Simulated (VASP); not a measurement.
The system is RbBr.

```
CELL_PARAMETERS angstrom
0.00000 3.46083 3.46083
3.26217 0.00000 3.46083
3.26217 3.46083 0.00000
ATOMIC_POSITIONS crystal
Rb 0.00000 0.00000 0.00000
Br 0.50000 0.50000 0.50000
```

This cell differs from its parent crystal: uniaxial x strain -5.7%.

Base run:

```yaml
Program: VASP 6.6.1
Functional: r2SCAN
Potentials_or_basis: VASP PAW PBE potentials, release 64 (Rb_sv, Br)
Cutoff: 520 eV
k_mesh: 6 × 6 × 6
Occupations: gaussian, width 0.01 eV
Spin: no spin polarisation
```

Its results: band gap on the k mesh 4.96 eV, direct; pressure 1.2 GPa.

Q: The run is repeated on the same cell with these changes: functional from r2SCAN to PBE; occupations from gaussian, width 0.01 eV to fermi-dirac, width 0.02 eV. What comes out?

A: Band gap on the k mesh 4.36 eV, direct; pressure 1.8 GPa.

Caveats: the PAW data sets were made with another functional, which shifts forces and pressure a little (some runs).

